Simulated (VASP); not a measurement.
## SrMg3: relaxation of volume and atoms at fixed shape with LDA

Crystal: SrMg3.

```xyz
4
Lattice="-2.7214 2.7214 3.8354 2.7214 -2.7214 3.8354 2.7214 2.7214 -3.8354" Properties=species:S:1:pos:R:3 pbc="T T T"
Sr    0.0000    0.0000    0.0000
Mg    0.0000    0.0000    3.8354
Mg    0.0000    2.7214    1.9177
Mg    2.7214    0.0000    1.9177
```

* Program: VASP 6.6.1
* Task: relaxation of volume and atoms at fixed shape
* Functional: LDA
* Potentials or basis: VASP PAW LDA potentials, release 64 (Sr_sv, Mg)
* Cutoff: 600 eV
* k mesh: 5 × 5 × 6
* Occupations: gaussian, width 0.1 eV
* Spin: no spin polarisation
* Dipole correction: no
* Further INCAR settings: ALGO = Normal; EDIFF = 1e-06; IBRION = 2; EDIFFG = -0.01; NSW = 60; ISIF = 8

```yaml
Relaxed_volume: 26.11 Å³/atom
Relaxed_cell: a = 5.283 Å, b = 5.283 Å, c = 5.283 Å, α = 119.89°, β = 119.89°, γ = 90.20°
Space_group_after_relaxing_to_0.1_Å: Fm-3m (No. 225)
Energy_gained_by_relaxing: 18.0 meV/atom
Ionic_steps: 3
Pressure_after_relaxing: 0.0 GPa
Band_gap_on_the_k_mesh: zero (bands 8 and 9 overlap by 0.61 eV)
```

Stress tensor (GPa, compression positive):
```
-0.26  0.00  0.00
 0.00 -0.26  0.00
 0.00  0.00  0.39
```

The path:
| step | energy change (eV) | largest force (eV/Å) | pressure (GPa) | volume (Å³) |
| --- | --- | --- | --- | --- |
| 1 | 0.0000 | 0.0000 | -2.30 | 113.62 |
| 2 | -0.0650 | 0.0000 | -0.79 | 107.06 |
| 3 | -0.0720 | 0.0000 | -0.05 | 104.43 |

Final structure:
```
Sr Mg
1.0
    -2.64598    2.64598    3.72903
     2.64598   -2.64598    3.72903
     2.64598    2.64598   -3.72903
Sr Mg
1 3
Direct
  0.00000 0.00000 0.00000
  0.50000 0.50000 0.00000
  0.75000 0.25000 0.50000
  0.25000 0.75000 0.50000
```

Levels at points of the mesh, in eV from the Fermi level:
| k point | band 5 | band 6 | band 7 | band 8 | band 9 | band 10 | band 11 | band 12 |
| --- | --- | --- | --- | --- | --- | --- | --- | --- |
| (0.00, 0.00, 0.00) | -5.84 | 0.01 | 0.02 | 0.02 | 1.94 | 1.96 | 2.04 | 2.12 |
| (0.00, 0.00, 0.50) | -3.29 | -3.00 | -1.74 | -0.36 | -0.35 | 0.74 | 3.01 | 3.04 |

Run time: 5.4 min on 1 thread of Intel Xeon 8259CL (shared host), peak memory 0.33 GiB.
